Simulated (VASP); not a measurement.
# Al (Fm-3m) in VASP: further runs

Al is run at these levels: BHLYP; tasks: single point.

Everything below comes from runs of VASP 6.6.1. Logs are shortened: lines on timing, memory, paths and dates and some standing lists are left out, and cuts for length are marked.

### Step 1. The cell of the first run

The structure is cubic, space group Fm-3m (No. 225). The conventional cell has a = 4.076 Å, b = 4.076 Å, c = 4.076 Å, α = 90.00°, β = 90.00°, γ = 90.00°. Al (site symmetry m-3m) has 12 Al at 2.88 Å within 3.8 Å.

### Step 2. Single point, BHLYP

The input, POSCAR:

```
Al
1.0
    0.0000000000      2.0382146954      2.0382146954
    2.0382146954      0.0000000000      2.0382146954
    2.0382146954      2.0382146954      0.0000000000
Al
1
Direct
    0.0000000000      0.0000000000      0.0000000000
```

The input, INCAR.step1:

```
PREC = Accurate
ENCUT = 520
EDIFF = 1E-5
ISMEAR = -1
SIGMA = 0.05
LREAL = F
LASPH = T
NELM = 80
ALGO = Normal
ISIF = 2
LWAVE = T
GGA = PE
NBANDS = 8
```

The input, INCAR.step2:

```
PREC = Accurate
ENCUT = 520
EDIFF = 1E-6
ISMEAR = -1
SIGMA = 0.05
LREAL = F
LASPH = T
NELM = 80
ALGO = Normal
ISIF = 2
LWAVE = F
LCHARG = T
GGA = B5
LHFCALC = T
AEXX = 0.5
ALDAX = 0.5
AGGAX = 0.5
AGGAC = 1.0
ALDAC = 0.0
PRECFOCK = Normal
LELF = T
LVHAR = T
ISTART = 1
NBANDS = 8
```

The input, KPOINTS:

```
Automatic mesh
0
Gamma
  6 6 6
```

Potentials or basis: VASP PAW PBE potentials, release 64 (Al).

Started as:

```
cat potpaw_PBE.64/Al/POTCAR > POTCAR
cp INCAR.step1 INCAR
mpirun -np 1 vasp_std > vasp.out
cp INCAR.step2 INCAR
mpirun -np 1 vasp_std > vasp.out
```

OUTCAR:

```text
PREC = Accurate
   ENCUT = 520
   EDIFF = 1E-6
   ISMEAR = -1
   LREAL = F
   LASPH = T
   NELM = 80
   ISIF = 2
   GGA = B5
   LHFCALC = T
   AEXX = 0.5
   PRECFOCK = Normal
   ISTART = 1

 ion  position               nearest neighbor table
   1  0.000  0.000  0.000-

  LATTYP: Found a face centered cubic cell.
 ALAT       =     4.0764293908

  Lattice vectors:

 A1 = (   0.0000000000,   2.0382146954,   2.0382146954)
 A2 = (   2.0382146954,   0.0000000000,   2.0382146954)
 A3 = (   2.0382146954,   2.0382146954,   0.0000000000)

Analysis of symmetry for initial positions (statically):
=====================================================================
 Subroutine PRICEL returns:
 Original cell was already a primitive cell.

 Routine SETGRP: Setting up the symmetry group for a
 face centered cubic supercell.

 Subroutine GETGRP returns: Found 48 space group operations
 (whereof 48 operations were pure point group operations)
 out of a pool of 48 trial point group operations.

The static configuration has the point symmetry O_h .

Analysis of symmetry for dynamics (positions and initial velocities):
=====================================================================
 Subroutine PRICEL returns:
 Original cell was already a primitive cell.

 Routine SETGRP: Setting up the symmetry group for a
 face centered cubic supercell.

 Subroutine GETGRP returns: Found 48 space group operations
 (whereof 48 operations were pure point group operations)
 out of a pool of 48 trial point group operations.

The dynamic configuration has the point symmetry O_h .

 Subroutine INISYM returns: Found 48 space group operations
 (whereof 48 operations are pure point group operations),
 and found     1 'primitive' translations

----------------------------------------------------------------------------------------

                                     Primitive cell

  volume of cell :      16.9348

  direct lattice vectors                    reciprocal lattice vectors
     0.000000000  2.038214695  2.038214695    -0.245312724  0.245312724  0.245312724
     2.038214695  0.000000000  2.038214695     0.245312724 -0.245312724  0.245312724
     2.038214695  2.038214695  0.000000000     0.245312724  0.245312724 -0.245312724

  length of vectors
     2.882470865  2.882470865  2.882470865     0.424894103  0.424894103  0.424894103

[... 77 lines left out ...]
   POTIM  = 0.5000    time-step for ionic-motion
   TEBEG  =    0.0;   TEEND  =   0.0 temperature during run
   PSTRESS=    0.0 pullay stress
   NELECT =       3.0000    total number of electrons
   NUPDOWN=      -1.0000    fix difference up-down
   EMIN   =  10.00;   EMAX   =-10.00  energy-range for DOS
   EFERMI =   0.00;   METHOD = LEGACY
   ISMEAR =    -1;   SIGMA  =   0.05  broadening in eV -4-tet -1-fermi 0-gaus
   EFERMI_NEDOS =   21; number of points for ismear=-14 and -15
   IALGO  =     38    algorithm
   IMIX   =      1    mixing-type and parameters
     AMIX     =   0.40;   BMIX     =  1.00
     AMIX_MAG =   1.60;   BMIX_MAG =  1.00
  volume/ion in A,a.u.               =      16.93       114.28
  Fermi-wavevector in a.u.,A,eV,Ry     =   0.919437  1.737484 11.501882  0.845364
  Thomas-Fermi vector in A             =   2.044631
   LORBIT       =      0    0 simple, 1 ext, 2 COOP (PROOUT), +10 PAW based schemes
   GGA     = B5    functional components
   LHFCALC =     T    Hartree Fock is set to
   PRECFOCK=normal    Normal, Fast or Accurate (Low or Medium for compatibility)
   ENCUT4O =  -1.0   cutoff for four orbital integrals eV
   NKREDX  =     1    reduce k-point grid by
   NKREDY  =     1    reduce k-point grid by
   NKREDZ  =     1    reduce k-point grid by
   AEXX    =    0.5000 exact exchange contribution
   HFSCREEN=    0.0000 screening length (either q_TF or 0.3 A-1)
   HFSCREENC=   0.0000 screening length for correlation (either q_TF or 0.3 A-1)
   ENCUTFOCK=  -1.0 apply spherical cutoff to Coloumb kernel
   IVDW    =     0    specifies the selected vdW correction
   LEPSILON=     F    determine dielectric tensor
   LRPA    =     F    only Hartree local field effects (RPA)
 non-spin polarized calculation
  energy-cutoff  :      520.00
  volume of cell :       16.93
 maximum number of plane-waves:       471
 NGX is ok and might be reduce to    24
  NGX = 18; NGY = 18; NGZ = 18

 number of electron       3.0000000 magnetization

 Free energy of the ion-electron system (eV)
  ---------------------------------------------------
  ext. energy  EPLUGINS =         0.00000000
  ---------------------------------------------------
  free energy    TOTEN  =        -4.24263905 eV

  energy without entropy =       -4.23886561  energy(sigma->0) =       -4.24075233

 E-fermi :   8.7368     XC(G=0):  -5.2813

 val. band max:        6.8328693508   @ k =  -0.3333   0.5000   0.1667
 cond. band min:       8.7536108775   @ k =  -0.3333   0.3333   0.0000
 fundamental gap:      1.9207415267
 Fermi energy:         8.7367868640

 k-point     1 :       0.0000    0.0000    0.0000
  band No.  band energies     occupation
      1      -6.8184      2.00000
      2      23.5819      0.00000
      3      23.5819      0.00000
      4      23.5819      0.00000
      5      24.7527      0.00000
      6      24.7527      0.00000
      7      24.7527      0.00000
      8      27.2763      0.00000
[... 155 lines left out ...]
 k-point    16 :      -0.3333    0.5000    0.1667
  band No.  band energies     occupation
      1       4.9063      2.00000
      2       6.8329      2.00000
      3       9.8766      0.00000
      4      11.6739      0.00000
      5      22.7021      0.00000
      6      24.4864      0.00000
      7      31.2052      0.00000
      8      32.2592      0.00000

------------------------ aborting loop because EDIFF is reached ----------------------------------------

  FORCE on cell =-STRESS in cart. coord.  units (eV):
  Direction    XX          YY          ZZ          XY          YZ          ZX
  --------------------------------------------------------------------------------------
  -------------------------------------------------------------------------------------
  Total       -0.0646940     -0.0646940     -0.0646940      0.0000000      0.0000000      0.0000000
  in kB       -6.1206130     -6.1206130     -6.1206130      0.0000000      0.0000000      0.0000000
  external PRESSURE =      -6.1206130 kB  Pullay stress =       0.0000000 kB

 VOLUME and BASIS-vectors are now :
 -----------------------------------------------------------------------------
  energy-cutoff  :      520.00
  volume of cell :       16.93
      direct lattice vectors                 reciprocal lattice vectors
     0.000000000  2.038214695  2.038214695    -0.245312724  0.245312724  0.245312724
     2.038214695  0.000000000  2.038214695     0.245312724 -0.245312724  0.245312724
     2.038214695  2.038214695  0.000000000     0.245312724  0.245312724 -0.245312724

 POSITION                                       TOTAL-FORCE (eV/Angst)
 -----------------------------------------------------------------------------------
      0.00000      0.00000      0.00000         0.000000     -0.000000      0.000000
 -----------------------------------------------------------------------------------
    total drift:                               -0.000000     -0.000000     -0.000000

  FREE ENERGIE OF THE ION-ELECTRON SYSTEM (eV)
  ---------------------------------------------------
  free  energy   TOTEN  =        -4.2426390501 eV

  energy  without entropy=       -4.2388656088  energy(sigma->0) =       -4.24075233
```

OSZICAR.step1:

```text
N       E                     dE             d eps       ncg     rms          rms(c)
DAV:   1    -0.276653875420E+01   -0.27665E+01   -0.76267E+02   256   0.192E+02
DAV:   2    -0.382974041853E+01   -0.10632E+01   -0.10631E+01   392   0.170E+01
DAV:   3    -0.383376723437E+01   -0.40268E-02   -0.40244E-02   280   0.114E+00
DAV:   4    -0.383378409071E+01   -0.16856E-04   -0.16857E-04   432   0.655E-02
DAV:   5    -0.383378409751E+01   -0.67952E-08   -0.67043E-08   296   0.111E-03    0.123E+00
DAV:   6    -0.382104777365E+01    0.12736E-01   -0.17867E-03   368   0.197E-01    0.716E-01
DAV:   7    -0.381188397246E+01    0.91638E-02   -0.52786E-03   312   0.318E-01    0.140E-01
DAV:   8    -0.381187715775E+01    0.68147E-05   -0.13087E-05   360   0.256E-02
   1 F= -.38118772E+01 E0= -.38097011E+01  d E =-.435205E-02
```

Run time: 97 s. Hardware: 1 thread of Intel Xeon Platinum 8488C (Sapphire Rapids), shared host; peak memory 0.13 GiB.

Results:

```
Free energy            : -4.2426 eV
Pressure               : -0.6 GPa
Band gap on the k mesh : zero (an odd number of electrons rules out a gap without spin polarisation)
```

Caveat: the k points lie up to 0.44 Å⁻¹ apart, too coarse for converged energies and pressures of a metal; the PAW data sets were made with another functional, which shifts forces and pressure a little.

### Step 3. Single point, BHLYP

This run uses another cell than the first one, of 17.27 Å³/atom.

The input, POSCAR:

```
Al
1.0
    0.0000000000      2.0514502267      2.0514502267
    2.0514502267      0.0000000000      2.0514502267
    2.0514502267      2.0514502267      0.0000000000
Al
1
Direct
    0.0000000000      0.0000000000      0.0000000000
```

The input, INCAR.step1:

```
SYSTEM = Al
ALGO     = Normal         ! electronic algorithm
EDIFF    = 1E-5           ! SCF threshold, eV
ENCUT    = 520            ! plane-wave cutoff, eV
GGA      = PE             ! functional
ISIF     = 2              ! what is computed and relaxed
ISMEAR   = -1             ! smearing method
LASPH    = .True.         ! aspherical terms in the spheres
LCHARG   = .False.        ! write CHGCAR
LREAL    = .False.        ! projectors in reciprocal space
LWAVE    = .True.         ! write WAVECAR
NBANDS   = 8              ! bands
NELM     = 100            ! most SCF steps
PREC     = Accurate       ! precision mode
SIGMA    = 0.05           ! smearing width, eV
```

The input, INCAR.step2:

```
SYSTEM = Al
AEXX     = 0.5            ! exact-exchange fraction
AGGAC    = 1.0          
AGGAX    = 0.5          
ALDAC    = 0.0          
ALDAX    = 0.5          
ALGO     = Normal         ! electronic algorithm
EDIFF    = 1E-7           ! SCF threshold, eV
ENCUT    = 520            ! plane-wave cutoff, eV
GGA      = B5             ! functional
ISIF     = 2              ! what is computed and relaxed
ISMEAR   = -1             ! smearing method
ISTART   = 1            
LASPH    = .True.         ! aspherical terms in the spheres
LCHARG   = .False.        ! write CHGCAR
LHFCALC  = .True.         ! exact exchange
LREAL    = .False.        ! projectors in reciprocal space
LWAVE    = .False.        ! write WAVECAR
NBANDS   = 8              ! bands
NELM     = 100            ! most SCF steps
PREC     = Accurate       ! precision mode
PRECFOCK = Normal       
SIGMA    = 0.05           ! smearing width, eV
```

The input, KPOINTS:

```
k-points
0
Gamma
  6 6 6
  0 0 0
```

Potentials or basis: VASP PAW PBE potentials, release 64 (Al).

Started as:

```
cat potpaw_PBE.64/Al/POTCAR > POTCAR
cp INCAR.step1 INCAR
mpirun -np 1 vasp_std > vasp.out
cp INCAR.step2 INCAR
mpirun -np 1 vasp_std > vasp.out
```

Wall time 1.7 min (1 thread of Intel Xeon Platinum 8488C (Sapphire Rapids), shared host); peak memory 0.13 GiB.

The run converged. Its results:

```yaml
Free_energy: -4.2400 eV
Pressure: -1.9 GPa
Band_gap_on_the_k_mesh: zero (an odd number of electrons rules out a gap without spin polarisation)
```

Levels at points of the mesh, in eV from the Fermi level:
```csv
k point,band 1,band 2,band 3,band 4
"(0.00, 0.00, 0.00)",-15.35,14.76,14.76,14.76
"(0.50, 0.00, 0.00)",-7.07,-7.00,13.01,13.01
"(0.50, 0.50, 0.00)",-4.94,-3.13,6.80,6.89
```

Caveat: the k points lie up to 0.44 Å⁻¹ apart, too coarse for converged energies and pressures of a metal; the PAW data sets were made with another functional, which shifts forces and pressure a little.
